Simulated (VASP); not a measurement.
Wanted: the native input for a VASP 6.6.1 run.

```
Task                   : single point
Functional             : PBE
Potentials or basis    : VASP PAW PBE potentials, release 64 (In_d)
Cutoff                 : 520 eV
k mesh                 : 18 × 18 × 18
Occupations            : gaussian, width 0.1 eV
Spin                   : no spin polarisation
Dipole correction      : no
Further INCAR settings : ALGO = Fast; EDIFF = 1e-06; NBANDS = 12
```

The structure of In lies in POSCAR:

```
In
1.0
   -1.6604936956      1.6604936956      2.3434152670
    1.6604936956     -1.6604936956      2.3434152670
    1.6604936956      1.6604936956     -2.3434152670
In
1
Direct
    0.0000000000      0.0000000000      0.0000000000
```

These files were run (other wordings do the same):

INCAR

```
PREC = Accurate
ENCUT = 520
EDIFF = 1E-6
ISMEAR = 0
SIGMA = 0.1
LREAL = False
LASPH = True
NELM = 80
ALGO = Fast
ISIF = 2
LWAVE = False
LCHARG = False
GGA = PE
NBANDS = 12
```

KPOINTS

```
Automatic mesh
0
Gamma
  18 18 18
```

Potentials or basis: VASP PAW PBE potentials, release 64 (In_d).

Launch:

```sh
$ cat potpaw_PBE.64/In_d/POTCAR > POTCAR
$ mpirun -np 1 vasp_std > vasp.out
```

It gave:

| Quantity | Value |
| --- | --- |
| Pressure | 2.5 GPa |
| Band gap on the k mesh | zero (an odd number of electrons rules out a gap without spin polarisation) |

Caveat: spin-orbit coupling is left out, which moves the levels of the heavy elements.

Run time: 2 min on 1 thread of AMD EPYC 9R45 96-Core Processor (Zen 5), with other jobs on the host, peak memory 0.24 GiB.
